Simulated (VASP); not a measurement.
# Re (P6_3/mmc) in VASP: notebook

Runs on Re. Level: PBEsol. Tasks: single point, relaxation of cell and atoms.

All numbers are computed with VASP 6.6.1; they aren't measurements. Logs are shortened: lines on timing, memory, paths and dates and some standing lists are left out, and cuts for length are marked.

### Step 1. The cell of the first run

It takes space group P6_3/mmc (No. 194, hexagonal). The conventional cell has a = 2.753 Å, b = 2.753 Å, c = 4.437 Å, α = 90.00°, β = 90.00°, γ = 120.00°. Within 3.6 Å of Re (site symmetry -6m2) lie 12 Re at 2.73 to 2.75 Å.

### Step 2. Single point, PBEsol

INCAR reads:

```
SYSTEM = Re
ALGO = Normal
EDIFF = 1E-6
ENCUT = 520
GGA = PS
ISIF = 2
ISMEAR = -1
LASPH = .TRUE.
LCHARG = .FALSE.
LREAL = .FALSE.
LWAVE = .FALSE.
NBANDS = 14
NELM = 60
PREC = Accurate
SIGMA = 0.15
```

KPOINTS reads:

```
k-points
0
G
  18 18 10
  0 0 0
```

POSCAR reads:

```
Re
1.0
    2.7534114832      0.0000000000      0.0000000000
   -1.3767057416      2.3845242915      0.0000000000
    0.0000000000      0.0000000000      4.4374789045
Re
2
Direct
    0.3333333333      0.6666666667      0.2500000000
    0.6666666667      0.3333333333      0.7500000000
```

Potentials or basis: VASP PAW PBE potentials, release 64 (Re).

Started as:

```sh
$ cat potpaw_PBE.64/Re/POTCAR > POTCAR
$ mpirun -np 1 vasp_std > vasp.out
```

OUTCAR:

```text
SYSTEM = Re
   EDIFF = 1E-6
   ENCUT = 520
   GGA = PS
   ISIF = 2
   ISMEAR = -1
   LASPH = .TRUE.
   LREAL = .FALSE.
   NELM = 60
   PREC = Accurate

 ion  position               nearest neighbor table
   1  0.333  0.667  0.250-   2 2.73   2 2.73   2 2.73   2 2.73   2 2.73   2 2.73
   2  0.667  0.333  0.750-   1 2.73   1 2.73   1 2.73   1 2.73   1 2.73   1 2.73

  LATTYP: Found a hexagonal cell.
 ALAT       =     2.7534114832
 C/A-ratio  =     1.6116294029

  Lattice vectors:

 A1 = (   2.7534114832,   0.0000000000,   0.0000000000)
 A2 = (  -1.3767057416,   2.3845242915,   0.0000000000)
 A3 = (   0.0000000000,   0.0000000000,   4.4374789045)

Analysis of symmetry for initial positions (statically):
=====================================================================
 Subroutine PRICEL returns:
 Original cell was already a primitive cell.

 Routine SETGRP: Setting up the symmetry group for a
 hexagonal supercell.

 Subroutine GETGRP returns: Found 24 space group operations
 (whereof 12 operations were pure point group operations)
 out of a pool of 24 trial point group operations.

The static configuration has the point symmetry D_3d.
 The point group associated with its full space group is D_6h.

Analysis of symmetry for dynamics (positions and initial velocities):
=====================================================================
 Subroutine PRICEL returns:
 Original cell was already a primitive cell.

 Routine SETGRP: Setting up the symmetry group for a
 hexagonal supercell.

 Subroutine GETGRP returns: Found 24 space group operations
 (whereof 12 operations were pure point group operations)
 out of a pool of 24 trial point group operations.

The dynamic configuration has the point symmetry D_3d.
 The point group associated with its full space group is D_6h.

 Subroutine INISYM returns: Found 24 space group operations
 (whereof 12 operations are pure point group operations),
 and found     1 'primitive' translations

----------------------------------------------------------------------------------------

                                     Primitive cell

  volume of cell :      29.1346

  direct lattice vectors                    reciprocal lattice vectors
     2.753411483  0.000000000  0.000000000     0.363185817  0.209685429  0.000000000
    -1.376705742  2.384524292  0.000000000     0.000000000  0.419370859  0.000000000
     0.000000000  0.000000000  4.437478904     0.000000000  0.000000000  0.225353184

  length of vectors
     2.753411483  2.753411483  4.437478904     0.419370859  0.419370859  0.225353184

  position of ions in fractional coordinates (direct lattice)
     0.333333333  0.666666667  0.250000000
     0.666666667  0.333333333  0.750000000

  ion indices of the primitive-cell ions
   primitive index   ion index
                 1           1
                 2           2

----------------------------------------------------------------------------------------

 KPOINTS: k-points

Automatic generation of k-mesh.
 Grid dimensions read from file:
 generate k-points for:   18   18   10

 Generating k-lattice:

  Cartesian coordinates                     Fractional coordinates (reciprocal lattice)
     0.020176990  0.011649191  0.000000000     0.055555556  0.000000000  0.000000000
     0.000000000  0.023298381  0.000000000     0.000000000  0.055555556  0.000000000
     0.000000000  0.000000000  0.022535318     0.000000000  0.000000000  0.100000000

  Length of vectors
     0.023298381  0.023298381  0.022535318

  Shift w.r.t. Gamma in fractional coordinates (k-lattice)
     0.000000000  0.000000000  0.000000000

 Subroutine IBZKPT returns following result:
 ===========================================

 Found    222 irreducible k-points:

 Following reciprocal coordinates:
            Coordinates               Weight
  0.000000  0.000000  0.000000      1.000000
  0.055556 -0.000000  0.000000      6.000000
  0.111111 -0.000000  0.000000      6.000000
  0.166667  0.000000  0.000000      6.000000
  0.222222 -0.000000  0.000000      6.000000
  0.277778  0.000000  0.000000      6.000000
[... 16 lines left out ...]
  0.333333  0.111111  0.000000     12.000000
  0.388889  0.111111  0.000000     12.000000
 [... further k-points ...]
   k-points           NKPTS =    222   k-points in BZ     NKDIM =    222   number of bands    NBANDS=     14
   number of dos      NEDOS =    301   number of ions     NIONS =      2
   total plane-waves  NPLWV =  14400
   dimension x,y,z NGX =    20 NGY =   20 NGZ =   36
   dimension x,y,z NGXF=    40 NGYF=   40 NGZF=   72
   ions per type =               2
   NGX,Y,Z   is equivalent  to a cutoff of  12.08, 12.08, 13.49 a.u.
   NGXF,Y,Z  is equivalent  to a cutoff of  24.15, 24.15, 26.97 a.u.
 SYSTEM =  Re
   PREC   = accura    normal or accurate (medium, high low for compatibility)
   ISTART =      0    job   : 0-new  1-cont  2-samecut
   ICHARG =      2    charge: 1-file 2-atom 10-const
   ISPIN  =      1    spin polarized calculation?
   LNONCOLLINEAR =      F non collinear calculations
   LSORBIT =      F    spin-orbit coupling
   LASPH  =      T    aspherical Exc in radial PAW
   ENCUT  =  520.0 eV  38.22 Ry    6.18 a.u.   5.12  5.12  8.25*2*pi/ulx,y,z
   NELM   =     60;   NELMIN=  2; NELMDL= -5     # of ELM steps
   EDIFF  = 0.1E-05   stopping-criterion for ELM
   LREAL  =      F    real-space projection
   EDIFFG = 0.1E-04   stopping-criterion for IOM
   NSW    =      0    number of steps for IOM
   IBRION =     -1    ionic relax: 0-MD 1-quasi-New 2-CG
   NFREE  =      0    steps in history (QN), initial steepest desc. (CG)
   ISIF   =      2    stress and relaxation
   ISYM   =      2    0-nonsym 1-usesym 2-fastsym
   POTIM  = 0.5000    time-step for ionic-motion
   TEBEG  =    0.0;   TEEND  =   0.0 temperature during run
   PSTRESS=    0.0 pullay stress
   NELECT =      14.0000    total number of electrons
   NUPDOWN=      -1.0000    fix difference up-down
   EMIN   =  10.00;   EMAX   =-10.00  energy-range for DOS
   EFERMI =   0.00;   METHOD = LEGACY
   ISMEAR =    -1;   SIGMA  =   0.15  broadening in eV -4-tet -1-fermi 0-gaus
   EFERMI_NEDOS =   21; number of points for ismear=-14 and -15
   IALGO  =     38    algorithm
   IMIX   =      4    mixing-type and parameters
     AMIX     =   0.40;   BMIX     =  1.00
     AMIX_MAG =   1.60;   BMIX_MAG =  1.00
  volume/ion in A,a.u.               =      14.57        98.31
  Fermi-wavevector in a.u.,A,eV,Ry     =   1.282275  2.423148 22.371090  1.644229
  Thomas-Fermi vector in A             =   2.414596
   LORBIT       =      0    0 simple, 1 ext, 2 COOP (PROOUT), +10 PAW based schemes
   GGA     = PS    functional components
   LHFCALC =     F    Hartree Fock is set to
   AEXX    =    0.0000 exact exchange contribution
   IVDW    =     0    specifies the selected vdW correction
   LEPSILON=     F    determine dielectric tensor
   LRPA    =     F    only Hartree local field effects (RPA)
 non-spin polarized calculation
  energy-cutoff  :      520.00
  volume of cell :       29.13
 maximum number of plane-waves:       808
   NGX = 11   NGY = 11   NGZ = 17

 number of electron      14.0000001 magnetization

 Free energy of the ion-electron system (eV)
  ---------------------------------------------------
  ext. energy  EPLUGINS =         0.00000000
  ---------------------------------------------------
  free energy    TOTEN  =       -26.79776401 eV

  energy without entropy =      -26.67422362  energy(sigma->0) =      -26.73599381

 E-fermi :   7.8530     XC(G=0): -13.8736

 val. band max:        7.8504312687   @ k =   0.3889   0.0556   0.4000
 cond. band min:       7.8722148358   @ k =   0.1667   0.1111   0.0000
 fundamental gap:      0.0217835671
 Fermi energy:         7.8529585635

 k-point     1 :       0.0000    0.0000    0.0000
  band No.  band energies     occupation
      1      -2.1261      2.00000
      2       1.1284      2.00000
      3       6.2249      1.99996
      4       6.2249      1.99996
      5       6.2605      1.99995
      6       7.0844      1.98816
      7       7.0844      1.98816
      8       8.0147      0.50773
      9       8.0147      0.50773
     10       8.5000      0.02642
     11      11.2621      0.00000
     12      11.2621      0.00000
     13      17.9990      0.00000
     14      22.0123      0.00000

 k-point     2 :       0.0556   -0.0000    0.0000
  band No.  band energies     occupation
      1      -1.9977      2.00000
      2       1.2495      2.00000
      3       5.8629      2.00000
      4       6.3426      1.99992
      5       6.5791      1.99959
      6       6.9912      1.99362
      7       7.1957      1.97530
      8       7.7648      1.28563
      9       7.9133      0.80149
     10       8.1578      0.23166
     11      11.3322      0.00000
     12      11.8612      0.00000
     13      17.9963      0.00000
     14      22.3005      0.00000

 k-point     3 :       0.1111   -0.0000    0.0000
  band No.  band energies     occupation
      1      -1.6235      2.00000
      2       1.5900      2.00000
      3       5.4237      2.00000
      4       6.6896      1.99914
      5       6.6916      1.99913
      6       6.8475      1.99755
      7       6.9941      1.99350
      8       7.5247      1.79843
      9       7.6473      1.59515
     10       7.8960      0.85746
     11      11.5072      0.00000
     12      13.0739      0.00000
     13      17.9562      0.00000
     14      23.0978      0.00000
[... 324 lines left out ...]
 k-point    23 :       0.3333    0.1111    0.0000
  band No.  band energies     occupation
      1       1.9802      2.00000
      2       2.4672      2.00000
      3       2.9053      2.00000
      4       5.0935      2.00000
      5       5.7412      2.00000
      6       6.6864      1.99916
      7       6.8739      1.99708
      8      10.1582      0.00000
      9      11.2038      0.00000
     10      12.0029      0.00000
     11      12.5498      0.00000
     12      17.4897      0.00000
     13      18.1099      0.00000
     14      20.2441      0.00000

 k-point    24 :       0.3889    0.1111    0.0000
  band No.  band energies     occupation
      1       2.1817      2.00000
      2       2.3118      2.00000
      3       2.6324      2.00000
      4       5.5217      2.00000
      5       5.7100      2.00000
      6       6.4602      1.99981
      7       7.2189      1.97123
      8      11.1014      0.00000
      9      11.6992      0.00000
     10      12.0243      0.00000
     11      13.5597      0.00000
     12      16.3445      0.00000
     13      18.1279      0.00000
     14      19.1601      0.00000

 [... further k-points ...]
[... 5 lines left out ...]
  --------------------------------------------------------------------------------------
  -------------------------------------------------------------------------------------
  Total        0.0117719      0.0117719     -0.0134009     -0.0000000      0.0000000      0.0000000
  in kB        0.6473613      0.6473613     -0.7369428     -0.0000000      0.0000000      0.0000000
  external PRESSURE =       0.1859266 kB  Pullay stress =       0.0000000 kB

 VOLUME and BASIS-vectors are now :
 -----------------------------------------------------------------------------
  energy-cutoff  :      520.00
  volume of cell :       29.13
      direct lattice vectors                 reciprocal lattice vectors
     2.753411483  0.000000000  0.000000000     0.363185817  0.209685429  0.000000000
    -1.376705742  2.384524292  0.000000000     0.000000000  0.419370859  0.000000000
     0.000000000  0.000000000  4.437478904     0.000000000  0.000000000  0.225353184

 POSITION                                       TOTAL-FORCE (eV/Angst)
 -----------------------------------------------------------------------------------
     -0.00000      1.58968      1.10937         0.000000      0.000000      0.000000
      1.37671      0.79484      3.32811        -0.000000      0.000000      0.000000
 -----------------------------------------------------------------------------------
    total drift:                                0.000000     -0.000000     -0.000000

  FREE ENERGIE OF THE ION-ELECTRON SYSTEM (eV)
  ---------------------------------------------------
  free  energy   TOTEN  =       -26.7977640115 eV

  energy  without entropy=      -26.6742236155  energy(sigma->0) =      -26.73599381
```

Wall time 58 s (1 thread of Intel Xeon Platinum 8259CL at 2.50GHz (Skylake/Cascade Lake), shared host); peak memory 0.2 GiB.

Results:

| Property | Result |
| --- | --- |
| Free energy | -26.7978 eV |
| Pressure | 0.0 GPa |
| Band gap on the k mesh | zero (band 7 reaches 9.33 eV, above the bottom of band 8 at 6.09 eV) |

Stress tensor (GPa, compression positive):
```
 0.06  0.00  0.00
 0.00  0.06  0.00
 0.00  0.00 -0.07
```

Caveat: the PAW data sets were made with another functional, which shifts forces and pressure a little; spin-orbit coupling is left out, which moves the levels of the heavy elements.

### Step 3. Single point, PBEsol

INCAR reads:

```
PREC = Accurate
ENCUT = 520
EDIFF = 1E-6
ISMEAR = 0
SIGMA = 0.1
LREAL = F
LASPH = T
NELM = 100
ALGO = Fast
ISIF = 2
LWAVE = F
LCHARG = F
GGA = PS
NBANDS = 14
```

KPOINTS reads:

```
regular mesh
0
Gamma
  18 18 10
```

POSCAR reads:

```
Re
1.0
    2.7503660252      0.0000000000      0.0000000000
   -1.3751830126      2.3818868475      0.0000000000
    0.0000000000      0.0000000000      4.4432016762
Re
2
Direct
    0.3333333333      0.6666666667      0.2500000000
    0.6666666667      0.3333333333      0.7500000000
```

Potentials or basis: VASP PAW PBE potentials, release 64 (Re).

Started as:

```sh
$ cat potpaw_PBE.64/Re/POTCAR > POTCAR
$ mpirun -np 1 vasp_std > vasp.out
```

It took 74 s on 1 thread of Intel Xeon Platinum 8488C (Sapphire Rapids), shared host; peak memory 0.2 GiB.

The run converged. Its results:

- Free energy: -26.7405 eV
- Pressure: 0.1 GPa
- Band gap on the k mesh: zero (band 7 reaches 9.34 eV, above the bottom of band 8 at 6.11 eV)

Stress tensor (GPa, compression positive):
```
0.11 0.00 0.00
0.00 0.11 0.00
0.00 0.00 0.00
```

Levels at points of the mesh, in eV from the Fermi level:
```
           k point  band 3  band 4  band 5  band 6  band 7  band 8  band 9  band 10  band 11  band 12
(0.00, 0.00, 0.00)   -1.60   -1.60   -1.60   -0.74   -0.74    0.21    0.21     0.65     3.44     3.44
(0.50, 0.00, 0.00)   -5.32   -1.96   -1.73   -1.38   -0.60    4.06    4.47     4.61     6.19     7.19
(0.00, 0.00, 0.50)   -2.41   -2.41   -1.73   -1.73   -1.73   -1.73    2.61     2.61     2.61     2.61
(0.50, 0.00, 0.50)   -4.15   -4.15    0.41    0.41    0.96    0.96    4.38     4.38     4.88     4.88
```

Caveat: the PAW data sets were made with another functional, which shifts forces and pressure a little; spin-orbit coupling is left out, which moves the levels of the heavy elements.

(Continued in part 2 of 2.)
